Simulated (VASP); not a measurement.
A run of VASP 6.6.1 is set up as follows.

Contents of INCAR:

```
PREC = Accurate
ENCUT = 520
EDIFF = 1E-8
ISMEAR = -1
SIGMA = 0.05
LREAL = F
LASPH = T
NELM = 80
ALGO = Normal
ISIF = 2
LWAVE = F
LCHARG = F
GGA = PE
LEFG = T
NBANDS = 28
```

Contents of KPOINTS:

```
Automatic mesh
0
Gamma
  8 8 8
```

File POSCAR:

```
BaTiO3
1.0
    4.0073000000      0.0000000000      0.0000000000
    0.0000000000      4.0073000000      0.0000000000
    0.0000000000      0.0000000000      4.0473730000
Ba Ti O
1 1 3
Direct
    0.5000000000      0.5000000000      0.5000000000
    0.0000000000      0.0000000000      0.0000000000
    0.5000000000      0.0000000000      0.0000000000
    0.0000000000      0.5000000000      0.0000000000
    0.0000000000      0.0000000000      0.5000000000
```

Potentials or basis: VASP PAW PBE potentials, release 64 (Ba_sv, Ti_sv, O).

Launch:

```bash
$ cat potpaw_PBE.64/Ba_sv/POTCAR potpaw_PBE.64/Ti_sv/POTCAR potpaw_PBE.64/O/POTCAR > POTCAR
$ mpirun -np 1 vasp_std > vasp.out
```

Q: What does it give for the pressure?

A: 1.6 GPa.

Q: Predict the band gap on the k mesh.

A: 1.70 eV, indirect (least direct gap 1.87 eV).

Electric field gradients, principal values (V/Å²):
| atom | least | middle | greatest (by size) |
| --- | --- | --- | --- |
| 1 Ba | -0.884 | -0.884 | 1.767 |
| 2 Ti | -4.214 | -4.214 | 8.428 |
| 3 O | -10.589 | -13.919 | 24.507 |
| 4 O | -10.589 | -13.919 | 24.507 |
| 5 O | -14.543 | -14.543 | 29.086 |

Caveat: the cell differs from its parent crystal (zz strain of +1 %); without QUAD_EFG the Cq values of the log hold for a quadrupole moment of 1 mb, not for the nuclei; spin-orbit coupling is left out, which moves the levels of the heavy elements. A k mesh can miss the band edges.
